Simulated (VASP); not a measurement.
# SiC16: single point with PBE+D3(BJ)

The system is SiC16, a slab with vacuum.

```xyz
17
Lattice="4.9299 0.0000 0.0000 0.0000 4.4224 0.0000 0.0000 0.0000 22.6937" Properties=species:S:1:pos:R:3 pbc="T T T"
C     1.2325    1.8376    4.0000
C     3.6974    1.8376    4.0000
C     0.0000    2.2977    4.5428
C     2.4649    2.2977    4.5428
C     0.0000    3.2161    5.6300
C     2.4649    3.2161    5.6300
C     1.2325    3.6762    6.1728
C     3.6974    3.6762    6.1728
C     1.2325    0.1955    7.2591
C     3.6974    0.1955    7.2591
C     0.0000    0.6637    7.7748
C     2.4649    0.6637    7.7748
C     0.0000    1.6716    8.8518
C     2.4649    1.6716    8.8518
C     1.2325    2.1069    9.2937
C     3.6974    2.1069    9.2937
Si    2.4649    4.3181   11.7937
```

```
Program             : VASP 6.6.1
Task                : single point
Functional          : PBE
Dispersion          : D3(BJ)
Potentials or basis : VASP PAW PBE potentials, release 64 (C, Si)
Cutoff              : 520 eV
k mesh              : 6 × 6 × 1
Occupations         : gaussian, width 0.05 eV
Spin                : collinear spin
Starting moments    : [0.0, 0.0, 0.0, 0.0, 0.0, 0.0, 0.0, 0.0, 0.0, 0.0, 0.0, 0.0, 0.0, 0.0, 0.0, 0.0, 2.0] μB
```

* Largest force: 3.106 eV/Å
* Net moment: 0.32 μB per cell
* Site moments: C -0.00, +0.00, -0.01, -0.04, +0.01, -0.28 (each value once); Si +0.41 μB
* Valence electrons inside the program's atomic spheres: C 2.44, 2.64, 2.63, 2.65, 2.62, 2.67, 2.51 (each value once); Si 1.46
* Dispersion energy per atom: -0.126 eV

Forces in eV/Å, atoms in the order of the input:
```
C   -0.001  1.272  1.626
C    0.001  1.272  1.626
C    0.000 -1.971 -2.401
C    0.000 -1.973 -2.396
C    0.000  0.836  1.002
C    0.000  0.838  1.000
C   -0.013 -0.153 -0.202
C    0.013 -0.153 -0.202
C    0.015 -0.118 -0.182
C   -0.015 -0.118 -0.182
C    0.000  0.271  0.220
C    0.000  0.347  0.139
C    0.000 -0.634 -0.720
C    0.000 -1.049 -1.137
C    0.271  0.991  1.525
C   -0.271  0.991  1.525
Si   0.000 -0.648 -1.244
```

Levels at points of the mesh, in eV from the Fermi level:
Spin up:
```
           k point  band 30  band 31  band 32  band 33  band 34  band 35  band 36  band 37  band 38  band 39
(0.00, 0.00, 0.00)    -1.75    -0.59    -0.51    -0.33     0.00     0.38     0.61     0.83     1.02     1.22
(0.50, 0.00, 0.00)    -1.87    -1.86    -0.94    -0.53    -0.09    -0.08     0.57     0.68     1.15     2.63
(0.00, 0.50, 0.00)    -1.94    -1.04    -0.35    -0.20    -0.13     0.08     0.22     0.69     1.01     1.16
(0.50, 0.50, 0.00)    -1.17    -1.02    -0.80    -0.47    -0.05    -0.05     0.07     0.38     0.97     2.23
```
Spin down:
```
           k point  band 32  band 33  band 34  band 35  band 36  band 37
(0.00, 0.00, 0.00)    -0.69    -0.36     0.04     0.07     1.01     1.25
(0.50, 0.00, 0.00)    -1.11    -1.00    -0.10    -0.10     0.71     1.44
(0.00, 0.50, 0.00)    -0.89    -0.36    -0.01     0.08     0.59     0.92
(0.50, 0.50, 0.00)    -0.96    -0.92    -0.06    -0.06     0.68     0.93
```

It took 64 min on 1 thread of Oxide Virtual Turin-like Processor, with other jobs on the host, peak memory 1 GiB.
